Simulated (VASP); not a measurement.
## Y2TaN3: single point with PBE

Y2TaN3:

```
Y Ta N
1.0
     5.39754    0.00000    0.00000
    -2.69877    4.67441    0.00000
     0.00000    0.00000    3.81526
Y Ta N
2 1 3
Direct
  0.33333 0.66667 0.00000
  0.66667 0.33333 0.00000
  0.00000 0.00000 0.00000
  0.50000 0.00000 0.50000
  0.50000 0.50000 0.50000
  0.00000 0.50000 0.50000
```

The cell was generated, and may not be a known phase.

```json
{
 "Program": "VASP 6.6.1",
 "Task": "single point",
 "Functional": "PBE",
 "Potentials or basis": "VASP PAW PBE potentials, release 64 (Y_sv, Ta_pv, N)",
 "Cutoff": "520 eV",
 "k mesh": "6 × 6 × 4",
 "Occupations": "gaussian, width 0.1 eV",
 "Spin": "collinear spin",
 "Starting moments": "[0.0, 0.0, 1.0, 0.0, 0.0, 0.0] μB",
 "Dipole correction": "no",
 "Further INCAR settings": "ALGO = Normal; EDIFF = 1e-07; NBANDS = 37"
}
```

```json
{
  "Pressure": "-5.9 GPa",
  "Band gap on the k mesh": "zero (filled and empty bands overlap)",
  "Net moment": "-0.03 μB per cell",
  "Valence electrons inside the program's atomic spheres": "Y 9.99; Ta 8.58; N 3.48"
}
```

Stress tensor (GPa, compression positive):
```
  8.37   0.00   0.00
  0.00   8.37   0.00
  0.00   0.00 -34.52
```

Levels at points of the mesh, in eV from the Fermi level:
Spin up:
```
           k point  band 22  band 23  band 24  band 25  band 26  band 27
(0.00, 0.00, 0.00)    -1.04     0.36     0.36     0.55     0.62     0.62
(0.50, 0.00, 0.00)    -1.61    -0.95    -0.58     0.34     1.00     1.21
(0.00, 0.00, 0.50)     0.31     0.31     0.70     0.72     0.72     1.44
(0.50, 0.00, 0.50)    -1.52    -1.50    -0.31     0.33     0.65     0.68
```
Spin down:
```tsv
k point	band 22	band 23	band 24	band 25	band 26	band 27
(0.00, 0.00, 0.00)	-1.03	0.36	0.36	0.54	0.60	0.60
(0.50, 0.00, 0.00)	-1.63	-0.95	-0.58	0.32	1.00	1.21
(0.00, 0.00, 0.50)	0.29	0.29	0.68	0.72	0.72	1.44
(0.50, 0.00, 0.50)	-1.54	-1.52	-0.31	0.33	0.63	0.68
```

Run time: 2.4 min on 1 thread of Intel(R) Xeon(R) 6975P-C (Granite Rapids), on a shared host, peak memory 0.32 GiB.

Caveat: the k points lie up to 0.41 Å⁻¹ apart, too coarse for converged energies and pressures of a metal; spin-orbit coupling is left out, which moves the levels of the heavy elements.
